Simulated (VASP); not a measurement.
A run of VASP 6.6.1:

File POSCAR:

```
Sb
1.0
    3.3986760653      0.0000000000      0.0000000000
   -1.6993380327      2.9433398118      0.0000000000
    0.0000000000      0.0000000000      5.5421447030
Sb
2
Direct
    0.6666666667      0.3333333333      0.7500000000
    0.3333333333      0.6666666667      0.2500000000
```

INCAR.step1

```
PREC = Accurate
ENCUT = 520
ISMEAR = -1
SIGMA = 0.05
LREAL = F
LASPH = T
NELM = 60
NBANDS = 12
GGA = PE
ALGO = Normal
EDIFF = 1E-4
LWAVE = T
LCHARG = F
```

The input INCAR.step2:

```
PREC = Accurate
ENCUT = 520
EDIFF = 1E-7
ISMEAR = -1
SIGMA = 0.05
LREAL = F
LASPH = T
NELM = 60
ALGO = Normal
ISIF = 2
LWAVE = F
LCHARG = F
METAGGA = R2SCAN
LMIXTAU = T
NBANDS = 12
ISTART = 1
```

Contents of KPOINTS:

```
regular mesh
0
Gamma
  9 9 5
```

Potentials or basis: VASP PAW PBE potentials, release 64 (Sb).

Run with:

```bash
$ cat potpaw_PBE.64/Sb/POTCAR > POTCAR
$ cp INCAR.step1 INCAR
$ mpirun -np 1 vasp_std > vasp.out
$ cp INCAR.step2 INCAR
$ mpirun -np 1 vasp_std > vasp.out
```

Hardware: 1 thread of Intel(R) Xeon(R) 6975P-C (Granite Rapids), on a shared host.

Problem. How long does it take, and how much memory?

Solution. It took 45 s on 1 thread of Intel(R) Xeon(R) 6975P-C (Granite Rapids), with other jobs on the host, peak memory 0.19 GiB. Counts: k points 36.
